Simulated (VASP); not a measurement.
# Se (P3_221) in VASP: a series of runs, part 2 of 2

VASP 6.6.1. Earlier steps stand in the parts before.

**4. Single point, PBEsol (uniaxial strain along c: -4.0 %)**

The input, INCAR:

```
PREC     = Accurate       # precision mode
ENCUT    = 500            # plane-wave cutoff, eV
EDIFF    = 1E-6           # SCF threshold, eV
ISMEAR   = 0              # smearing method
SIGMA    = 0.02           # smearing width, eV
LREAL    = False          # projectors in reciprocal space
LASPH    = True           # aspherical terms in the spheres
NELM     = 120            # most SCF steps
ALGO     = Normal         # electronic algorithm
ISIF     = 2              # what is computed and relaxed
LWAVE    = False          # write WAVECAR
LCHARG   = False          # write CHGCAR
GGA      = PS             # functional
NBANDS   = 16             # bands
GGA_COMPAT= False
```

The input, KPOINTS:

```
Automatic mesh
0
Gamma
  12 12 8
```

The input, POSCAR:

```
Se
1.0
    4.0788536466      0.0000000000      0.0000000000
   -2.0394268233      3.5323908762      0.0000000000
    0.0000000000      0.0000000000      4.9166058406
Se
3
Direct
    0.2482002816      0.0000000515      0.1666666861
    0.0000000515      0.2482002816      0.8333333139
    0.7517996669      0.7517996669      0.5000000000
```

Potentials or basis: VASP PAW PBE potentials, release 64 (Se).

Started as:

```sh
> cat potpaw_PBE.64/Se/POTCAR > POTCAR
> mpirun -np 1 vasp_std > vasp.out
```

OUTCAR:

```text
PREC = Accurate
   ENCUT = 500
   EDIFF = 1E-6
   ISMEAR = 0
   LREAL = False
   LASPH = True
   NELM = 120
   ISIF = 2
   GGA = PS

 ion  position               nearest neighbor table
   1  0.248  0.000  0.167-   2 2.40   3 2.40
   2  0.000  0.248  0.833-   1 2.40   3 2.40
   3  0.752  0.752  0.500-   2 2.40   1 2.40

  LATTYP: Found a hexagonal cell.
 ALAT       =     4.0788536466
 C/A-ratio  =     1.2053891281

  Lattice vectors:
[... 198 lines left out ...]
      6       0.3436      2.00000
[... 433 lines left out ...]
      3      -7.2129      2.00000
      4      -0.8867      2.00000
      5      -0.2049      2.00000
      6       0.2359      2.00000
[... 8 lines left out ...]
     15      11.4643      0.00000
     16      11.8227      0.00000

 [... further k-points ...]
[... 5 lines left out ...]
  --------------------------------------------------------------------------------------
  -------------------------------------------------------------------------------------
  Total        0.8644778      0.8644778      2.2031477     -0.0000000      0.0000000      0.0000000
  in kB       19.5520433     19.5520433     49.8289712     -0.0000000      0.0000000      0.0000000
  external PRESSURE =      29.6443526 kB  Pullay stress =       0.0000000 kB

 VOLUME and BASIS-vectors are now :
 -----------------------------------------------------------------------------
  energy-cutoff  :      500.00
  volume of cell :       70.84
      direct lattice vectors                 reciprocal lattice vectors
     4.078853647  0.000000000  0.000000000     0.245166924  0.141547189  0.000000000
    -2.039426823  3.532390876  0.000000000     0.000000000  0.283094379  0.000000000
     0.000000000  0.000000000  4.916605841     0.000000000  0.000000000  0.203392347

 POSITION                                       TOTAL-FORCE (eV/Angst)
 -----------------------------------------------------------------------------------
      1.01237      0.00000      0.81943         0.268475      0.000000     -0.000000
     -0.50619      0.87674      4.09717        -0.134238      0.232506      0.000000
      1.53324      2.65565      2.45830        -0.134238     -0.232506      0.000000
 -----------------------------------------------------------------------------------
    total drift:                                0.000095      0.000234      0.000001

  FREE ENERGIE OF THE ION-ELECTRON SYSTEM (eV)
  ---------------------------------------------------
  free  energy   TOTEN  =       -11.5213931217 eV

  energy  without entropy=      -11.5213931217  energy(sigma->0) =      -11.52139312
```

Wall time 42 s (1 thread of AMD EPYC 9R45 (Zen 5), shared host); peak memory 0.21 GiB.

What came out:

```
Free energy            : -11.5214 eV
Pressure               : 3.0 GPa
Largest force          : 0.268 eV/Å
Band gap on the k mesh : 0.60 eV (least direct gap 0.85 eV)
```

Forces on the atoms (eV/Å):
```
Se   0.268  0.000  0.000
Se  -0.134  0.233  0.000
Se  -0.134 -0.233  0.000
```

Levels at points of the mesh, in eV from the valence-band top:
```
           k point  band 5  band 6  band 7  band 8  band 9  band 10  band 11  band 12  band 13  band 14
(0.00, 0.00, 0.00)   -3.79   -3.79   -2.28   -2.28   -0.79     1.47     1.47     1.75     6.11     6.11
(0.50, 0.00, 0.00)   -5.31   -4.21   -3.74   -1.71   -1.16     1.41     1.60     4.08     4.39     8.11
(0.00, 0.00, 0.50)   -3.55   -3.55   -1.76   -1.76   -1.55     0.60     0.60     0.81     5.54     6.53
(0.50, 0.00, 0.50)   -4.74   -4.63   -2.76   -2.14   -0.03     1.52     2.63     2.83     5.89     7.37
```

Caveat: the cell differs from its parent crystal (uniaxial strain along c: -4.0 %); the PAW data sets were made with another functional, which shifts forces and pressure a little.

**5. Single point, PBEsol (uniaxial strain along c: -2.0 %)**

The input, INCAR:

```
SYSTEM = Se
PREC = Accurate ; ENCUT = 500
EDIFF = 1E-6 ; ISMEAR = 0
SIGMA = 0.02 ; LREAL = .False.
LASPH = .True. ; NELM = 120
ALGO = Normal ; ISIF = 2
LWAVE = .False. ; LCHARG = .False.
GGA = PS ; NBANDS = 16
GGA_COMPAT = .False.
```

The input, KPOINTS:

```
Automatic mesh
0
Gamma
  12 12 8
  0 0 0
```

The input, POSCAR:

```
Se
1.0
    4.0586613018      0.0000000000      0.0000000000
   -2.0293306509      3.5149037927      0.0000000000
    0.0000000000      0.0000000000      5.0190351289
Se
3
Direct
    0.2487357190      0.0000000000      0.1666666667
    0.0000000000      0.2487357190      0.8333333333
    0.7512642810      0.7512642810      0.5000000000
```

Started as:

```sh
> cat potpaw_PBE.64/Se/POTCAR > POTCAR
> mpirun -np 1 vasp_std > vasp.out
```

It took 46 s on 1 thread of AMD EPYC 9R45 (Zen 5), shared host; peak memory 0.22 GiB.

The run converged. Its results:

- Free energy: -11.5506 eV
- Pressure: 1.5 GPa
- Largest force: 0.128 eV/Å
- Band gap on the k mesh: 0.58 eV (least direct gap 0.64 eV)

Forces in eV/Å, atoms in the order of the input:
```
Se   0.128  0.000  0.000
Se  -0.064  0.111  0.000
Se  -0.064 -0.111  0.000
```

Stress tensor (GPa, compression positive):
```
0.92 0.00 0.00
0.00 0.92 0.00
0.00 0.00 2.51
```

Levels at points of the mesh, in eV from the valence-band top:
```csv
k point,band 5,band 6,band 7,band 8,band 9,band 10,band 11,band 12,band 13,band 14
"(0.00, 0.00, 0.00)",-3.62,-3.62,-2.10,-2.10,-0.68,1.44,1.44,1.88,6.18,6.18
"(0.50, 0.00, 0.00)",-5.18,-4.05,-3.71,-1.60,-1.08,1.40,1.62,4.15,4.35,8.31
"(0.00, 0.00, 0.50)",-3.34,-3.34,-1.56,-1.56,-1.49,0.73,0.73,0.84,5.50,6.72
"(0.50, 0.00, 0.50)",-4.58,-4.46,-2.64,-2.08,-0.06,1.38,2.55,2.89,5.88,7.29
```

Caveat: the cell differs from its parent crystal (uniaxial strain along c: -2.0 %); the PAW data sets were made with another functional, which shifts forces and pressure a little.

**6. Single point, PBEsol (uniaxial strain along c: +2.0 %, then relaxed in part)**

The input, INCAR:

```
SYSTEM = Se
ALGO     = Normal         ! electronic algorithm
EDIFF    = 1E-6           ! SCF threshold, eV
ENCUT    = 500            ! plane-wave cutoff, eV
GGA      = PS             ! functional
GGA_COMPAT= .FALSE.      
ISIF     = 2              ! what is computed and relaxed
ISMEAR   = 0              ! smearing method
LASPH    = .TRUE.         ! aspherical terms in the spheres
LCHARG   = .TRUE.         ! write CHGCAR
LELF     = .TRUE.         ! ELF
LREAL    = .FALSE.        ! projectors in reciprocal space
LVHAR    = .TRUE.       
LWAVE    = .FALSE.        ! write WAVECAR
NBANDS   = 16             ! bands
NELM     = 120            ! most SCF steps
PREC     = Accurate       ! precision mode
SIGMA    = 0.02           ! smearing width, eV
```

The input, KPOINTS:

```
k-points
0
G
  12 12 8
  0 0 0
```

The input, POSCAR:

```
Se
1.0
    3.9904532051      0.0000000000      0.0000000000
   -1.9952266026      3.4558338483      0.0000000000
    0.0000000000      0.0000000000      5.2238937056
Se
3
Direct
    0.2489819535      0.0000005778      0.1666666347
    0.0000005778      0.2489819535      0.8333333653
    0.7510174687      0.7510174687      0.5000000000
```

Potentials or basis: VASP PAW PBE potentials, release 64 (Se).

Started as:

```sh
> cat potpaw_PBE.64/Se/POTCAR > POTCAR
> mpirun -np 1 vasp_std > vasp.out
```

It took 48 s on 1 thread of AMD EPYC 9R45 (Zen 5), shared host; peak memory 0.22 GiB.

It converged, with:

```yaml
Free_energy: -11.5553 eV
Pressure: -0.3 GPa
Largest_force: 0.026 eV/Å
Band_gap_on_the_k_mesh: 0.21 eV
```

Forces on the atoms (eV/Å):
```
Se   0.026  0.000  0.000
Se  -0.013  0.022  0.000
Se  -0.013 -0.022  0.000
```

Stress tensor (GPa, compression positive):
```
 0.11  0.00  0.00
 0.00  0.11  0.00
 0.00  0.00 -1.19
```

Levels at points of the mesh, in eV from the valence-band top:
| k point | band 7 | band 8 | band 9 | band 10 | band 11 | band 12 |
| --- | --- | --- | --- | --- | --- | --- |
| (0.00, 0.00, 0.00) | -1.81 | -1.81 | -0.50 | 1.36 | 1.36 | 2.16 |
| (0.50, 0.00, 0.00) | -3.77 | -1.46 | -0.97 | 1.34 | 1.62 | 4.22 |
| (0.00, 0.00, 0.50) | -1.41 | -1.23 | -1.23 | 0.85 | 0.98 | 0.98 |
| (0.50, 0.00, 0.50) | -2.48 | -2.05 | -0.22 | 1.07 | 2.35 | 3.00 |

Caveat: the cell differs from its parent crystal (uniaxial strain along c: +2.0 %, then relaxed in part); the PAW data sets were made with another functional, which shifts forces and pressure a little. A k mesh can miss the band edges.

**7. Summary**

```tsv
task	cell	cutoff (eV)	gap on the mesh (eV)	pressure (GPa)	largest force (eV/Å)
relaxation of shape and atoms at fixed volume	relaxed from a = 3.932, b = 3.932, c = 5.078 Å, angles 90.0, 90.0, 120.0°, 3 atoms, atomic positions A	600	0.23	1.9	0.01
relaxation of shape and atoms at fixed volume	relaxed from a = 3.998, b = 3.998, c = 5.070 Å, angles 90.0, 90.0, 120.0°, 3 atoms, atomic positions B	600	0.32	0.8	-
single point	a = 4.079, b = 4.079, c = 4.917 Å, angles 90.0, 90.0, 120.0°, 3 atoms, atomic positions C	500	0.60	3.0	0.27
single point	a = 4.059, b = 4.059, c = 5.019 Å, angles 90.0, 90.0, 120.0°, 3 atoms, atomic positions B	500	0.58	1.5	0.13
single point	a = 3.990, b = 3.990, c = 5.224 Å, angles 90.0, 90.0, 120.0°, 3 atoms, atomic positions D	500	0.21	-0.3	0.03
```

Alike in all rows: level PBEsol; potentials or basis VASP PAW PBE potentials, release 64 (Se); no spin polarisation; k mesh 12 × 12 × 8; smearing gaussian 0.02 eV.

Caveats: the PAW data sets were made with another functional, which shifts forces and pressure a little.

Absolute energies hang on the potentials; compare differences alone.
